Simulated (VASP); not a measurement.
# SiO2 (P6_422) in VASP: a series of runs, part 2 of 2

VASP 6.6.1. The steps go on from the part before.

## Step 5: Relaxation of cell and atoms, PBE

The input, INCAR:

```
PREC = Accurate
ENCUT = 600
EDIFF = 1E-7
ISMEAR = -1
SIGMA = 0.02
LREAL = False
LASPH = True
NELM = 60
ALGO = Normal
ISIF = 3
LWAVE = False
LCHARG = False
GGA = PE
IBRION = 2
NSW = 80
EDIFFG = -0.005
```

The input, KPOINTS:

```
regular mesh
0
Gamma
  6 6 4
```

The input, POSCAR:

```
SiO2
1.0
    5.0605222284      0.0000000000      0.0000000000
   -2.5302611142      4.3825408062      0.0000000000
    0.0000000000      0.0000000000      5.5413533100
Si O
3 6
Direct
    0.0000000000      0.5000000000      0.3333333300
    0.5000000000      0.5000000000      0.6666666700
    0.5000000000      0.0000000000      0.0000000000
    0.5827892600      0.7913946300      0.8333333300
    0.7913946300      0.5827892600      0.5000000000
    0.7913946300      0.2086053700      0.1666666700
    0.4172107400      0.2086053700      0.8333333300
    0.2086053700      0.4172107400      0.5000000000
    0.2086053700      0.7913946300      0.1666666700
```

Potentials or basis: VASP PAW PBE potentials, release 64 (Si, O).

Command:

```bash
> cat potpaw_PBE.64/Si/POTCAR potpaw_PBE.64/O/POTCAR > POTCAR
> mpirun -np 1 vasp_std > vasp.out
```

OUTCAR:

```text
PREC = Accurate
   ENCUT = 600
   EDIFF = 1E-7
   ISMEAR = -1
   LREAL = False
   LASPH = True
   NELM = 60
   ISIF = 3
   GGA = PE
   IBRION = 2
   NSW = 80
   EDIFFG = -0.005

 ion  position               nearest neighbor table
   1  0.000  0.500  0.333-   6 1.61   9 1.61   8 1.61   5 1.61   3 3.13   3 3.13   2 3.13   2 3.13

   2  0.500  0.500  0.667-   4 1.61   7 1.61   5 1.61   8 1.61   3 3.13   3 3.13   1 3.13   1 3.13

   3  0.500  0.000  0.000-   4 1.61   6 1.61   7 1.61   9 1.61   1 3.13   2 3.13   2 3.13   1 3.13

   4  0.583  0.791  0.833-   2 1.61   3 1.61
   5  0.791  0.583  0.500-   1 1.61   2 1.61
   6  0.791  0.209  0.167-   1 1.61   3 1.61
   7  0.417  0.209  0.833-   2 1.61   3 1.61
   8  0.209  0.417  0.500-   1 1.61   2 1.61
   9  0.209  0.791  0.167-   1 1.61   3 1.61

[... 203 lines left out ...]
  -------------------------------------------------------------------------------------
  Total        3.7140064      3.7140064      3.6876812     -0.0000000      0.0000000      0.0000000
  in kB       48.4190300     48.4190300     48.0758315     -0.0000000      0.0000000      0.0000000
  external PRESSURE =      48.3046305 kB  Pullay stress =       0.0000000 kB
[... 202 lines left out ...]
--------------------------------------- Ionic step        6  -------------------------------------------

 number of electron      48.0000000 magnetization

 Free energy of the ion-electron system (eV)
  ---------------------------------------------------
  ext. energy  EPLUGINS =         0.00000000
  ---------------------------------------------------
  free energy    TOTEN  =       -71.14171080 eV

  energy without entropy =      -71.14171080  energy(sigma->0) =      -71.14171080

 E-fermi :   0.8591     XC(G=0):  -8.6152

 val. band max:        0.3459921871   @ k =   0.5000   0.0000   0.0000
 cond. band min:       5.9041507558   @ k =   0.0000   0.0000   0.0000
 fundamental gap:      5.5581585687
 Fermi energy:         0.8591066381

 k-point     1 :       0.0000    0.0000    0.0000
  band No.  band energies     occupation
      1     -18.9460      2.00000
      2     -17.5335      2.00000
      3     -17.5335      2.00000
      4     -16.9522      2.00000
      5     -16.9138      2.00000
      6     -16.9138      2.00000
[... 697 lines left out ...]
  FREE ENERGIE OF THE ION-ELECTRON SYSTEM (eV)
  ---------------------------------------------------
  free  energy   TOTEN  =       -71.1417108016 eV

  energy  without entropy=      -71.1417108016  energy(sigma->0) =      -71.14171080

 reached required accuracy - stopping structural energy minimisation
```

OSZICAR:

```text
N       E                     dE             d eps       ncg     rms          rms(c)
DAV:   1     0.354715583219E+03    0.35472E+03   -0.27450E+04  1218   0.170E+03
DAV:   2    -0.557187784709E+02   -0.41043E+03   -0.39924E+03  1620   0.360E+02
DAV:   3    -0.806524584005E+02   -0.24934E+02   -0.24853E+02  1428   0.100E+02
[... 54 lines left out ...]
DAV:   2    -0.711417160012E+02    0.30244E-05   -0.28451E-04  1398   0.111E-01    0.130E-02
DAV:   3    -0.711417120325E+02    0.39687E-05   -0.94343E-06  1398   0.217E-02    0.574E-03
DAV:   4    -0.711417109856E+02    0.10469E-05   -0.29664E-06  1408   0.124E-02    0.157E-03
DAV:   5    -0.711417108333E+02    0.15226E-06   -0.43204E-07  1388   0.440E-03    0.964E-04
DAV:   6    -0.711417108016E+02    0.31703E-07   -0.10736E-08   784   0.728E-04
   6 F= -.71141711E+02 E0= -.71141711E+02  d E =-.168461E-04
```

Run time: 2.7 min. Hardware: 1 thread of Intel Xeon 6975P-C (Granite Rapids), shared host; peak memory 0.29 GiB.

What came out:

- Free energy: -71.1417 eV
- Relaxed volume: 14.00 Å³/atom
- Relaxed cell: a = 5.103 Å, b = 5.103 Å, c = 5.587 Å, α = 90.00°, β = 90.00°, γ = 120.00°
- Space group after relaxing (to 0.1 Å): P6_422 (No. 181)
- Energy gained by relaxing: 5.4 meV/atom
- Ionic steps: 6
- Pressure after relaxing: 0.0 GPa
- Band gap on the k mesh: 5.56 eV (least direct gap 5.74 eV)

Forces on the atoms (eV/Å):
```
Si   0.000  0.000  0.000
Si   0.000  0.000  0.000
Si   0.000  0.000  0.000
O    0.002  0.001  0.000
O    0.000  0.003  0.000
O    0.002 -0.001  0.000
O   -0.002 -0.001  0.000
O    0.000 -0.003  0.000
O   -0.002  0.001  0.000
```

The path:
| step | energy change (eV) | largest force (eV/Å) | pressure (GPa) | volume (Å³) |
| --- | --- | --- | --- | --- |
| 1 | 0.0000 | 0.2324 | 4.83 | 122.90 |
| 2 | 0.0394 | 0.3056 | -5.83 | 130.36 |
| 3 | -0.0489 | 0.0076 | -0.03 | 126.01 |
| 4 | -0.0488 | 0.0031 | 0.06 | 125.95 |
| 5 | -0.0489 | 0.0013 | 0.06 | 125.96 |
| 6 | -0.0489 | 0.0028 | 0.05 | 125.99 |

Final structure:
```
CELL_PARAMETERS angstrom
5.10302 0.00000 0.00000
-2.55151 4.41934 0.00000
0.00000 0.00000 5.58675
ATOMIC_POSITIONS crystal
Si 0.00000 0.50000 0.33333
Si 0.50000 0.50000 0.66667
Si 0.50000 0.00000 0.00000
O 0.58369 0.79184 0.83333
O 0.79184 0.58369 0.50000
O 0.79184 0.20816 0.16667
O 0.41631 0.20816 0.83333
O 0.20816 0.41631 0.50000
O 0.20816 0.79184 0.16667
```

## Step 6: Summary

```csv
task,level,cell,k mesh,cutoff (eV),smearing,gap on the mesh (eV),pressure (GPa),largest force (eV/Å)
single point,PBE,"a = 5.059, b = 5.059, c = 5.541 Å, angles 90.0, 90.0, 120.0°, 9 atoms",6 × 6 × 6,520,fermi-dirac 0.02 eV,5.72,5.0,0.21
single point,r2SCAN,"a = 5.059, b = 5.059, c = 5.541 Å, angles 90.0, 90.0, 120.0°, 9 atoms",6 × 6 × 4,520,fermi-dirac 0.02 eV,6.30,0.2,0.01
single point,r2SCAN,"a = 5.059, b = 5.059, c = 5.541 Å, angles 90.0, 90.0, 120.0°, 9 atoms",6 × 6 × 6,520,gaussian 0.01 eV,6.30,0.2,0.01
relaxation of cell and atoms,PBE,"relaxed from a = 5.061, b = 5.061, c = 5.541 Å, angles 90.0, 90.0, 120.0°, 9 atoms",6 × 6 × 4,600,fermi-dirac 0.02 eV,5.56,0.0,-
```

Alike in all rows: potentials or basis VASP PAW PBE potentials, release 64 (Si, O); no spin polarisation.

On the cell as given the gap runs from 5.72 eV (PBE) to 6.30 eV (r2SCAN); the meshes differ, which moves gaps too. The pressure there spans 0.2 GPa (r2SCAN) to 5.0 GPa (PBE); a positive pressure means that this level wants a larger cell, a negative one a smaller.

Caveats: the PAW data sets were made with another functional, which shifts forces and pressure a little (at least some runs); the cell stands under pressure (at least some runs).

Absolute energies hang on the potentials; compare differences alone.
